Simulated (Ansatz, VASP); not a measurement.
One calculation of HfO2, two programs

The input INCAR:

```
SYSTEM = HfO2
PREC = Accurate ; ENCUT = 520
EDIFF = 1E-6 ; ISMEAR = -1
SIGMA = 0.05 ; LREAL = .False.
LASPH = .True. ; NELM = 100
ALGO = Normal ; ISIF = 2
LWAVE = .False. ; LCHARG = .False.
GGA = RP ; NBANDS = 56
```

KPOINTS

```
Automatic mesh
0
Gamma
  5 6 5
  0 0 0
```

Contents of POSCAR:

```
HfO2
1.0
    5.2881483861      0.0000000000      0.0000000000
    0.0000000000      5.0706233964      0.0000000000
    0.0000000000      0.0000000000      5.0989121849
Hf O
4 8
Direct
    0.9669940000      0.7325208200      0.7414403500
    0.5330060000      0.7325208200      0.2414403500
    0.4669940000      0.2674791800      0.7414403500
    0.0330060000      0.2674791800      0.2414403500
    0.6321274500      0.9286454000      0.8792672600
    0.8678725500      0.9286454000      0.3792672600
    0.2339485200      0.5398830500      0.4922923900
    0.2660514800      0.5398830500      0.9922923900
    0.7660514800      0.4601169500      0.9922923900
    0.7339485200      0.4601169500      0.4922923900
    0.1321274500      0.0713546000      0.8792672600
    0.3678725500      0.0713546000      0.3792672600
```

The input input.yaml:

```yaml
crystal:
  lattice:
    - [5.2881483861, 0.0, 0.0]
    - [0.0, 5.0706233964, 0.0]
    - [0.0, 0.0, 5.0989121849]
  atoms:
    - { symbol: Hf, position: [0.966994, 0.73252082, 0.74144035] }
    - { symbol: Hf, position: [0.533006, 0.73252082, 0.24144035] }
    - { symbol: Hf, position: [0.466994, 0.26747918, 0.74144035] }
    - { symbol: Hf, position: [0.033006, 0.26747918, 0.24144035] }
    - { symbol: O, position: [0.63212745, 0.9286454, 0.87926726] }
    - { symbol: O, position: [0.86787255, 0.9286454, 0.37926726] }
    - { symbol: O, position: [0.23394852, 0.53988305, 0.49229239] }
    - { symbol: O, position: [0.26605148, 0.53988305, 0.99229239] }
    - { symbol: O, position: [0.76605148, 0.46011695, 0.99229239] }
    - { symbol: O, position: [0.73394852, 0.46011695, 0.49229239] }
    - { symbol: O, position: [0.13212745, 0.0713546, 0.87926726] }
    - { symbol: O, position: [0.36787255, 0.0713546, 0.37926726] }
hamiltonian:
  xc: rpbe
  pseudopotentials: { kind: paw }
kpoints:
  mp_grid: { grid: [5, 6, 5] }
scf:
  occupations: { method: fermi_dirac, width: 0.05 }
output:
  forces: true
  stress: true
  eigenvalues: true
  write_density: true
  write_potential: true
  elf: true
  volumetric_format: npy
```

Alike in both runs: task single point; functional RPBE; k mesh 5 × 6 × 5; occupations fermi-dirac, width 0.05 eV; no spin polarisation.

|  | VASP | Ansatz |
| --- | --- | --- |
| version | VASP 6.6.1 | Ansatz 0.2.0 |
| potentials or method | VASP PAW PBE potentials, release 64 (Hf_pv, O) | Ansatz PAW |
| plane-wave cutoff (eV) | 520 | 420 |
| valence electrons in the cell | 88 | 152 |

```csv
,VASP,Ansatz,Ansatz less VASP
gap on the k mesh at the Fermi level (eV),4.38,4.43,+0.052
least direct gap on the mesh (eV),4.57,4.62,+0.046
pressure (GPa),1.2,4.5,+3.27
"traceless stress, the component that is largest in VASP (GPa)",-0.22,-0.21,+0.019
rms of the force components (eV/Å),0.045,0.036,-0.0086
```

VASP's potentials were made for PBE, not for RPBE. Atom by atom the forces differ by 0.027 eV/Å (rms over components). VASP's potentials hold 88 valence electrons a cell and Ansatz's 152, so a difference there can come from the potentials and not from the codes.

Neither program's run includes spin-orbit coupling. Noted on Ansatz's run: odd divisions of the mesh miss points on the zone boundary, where band edges often lie, so the gap on the mesh can be too wide.
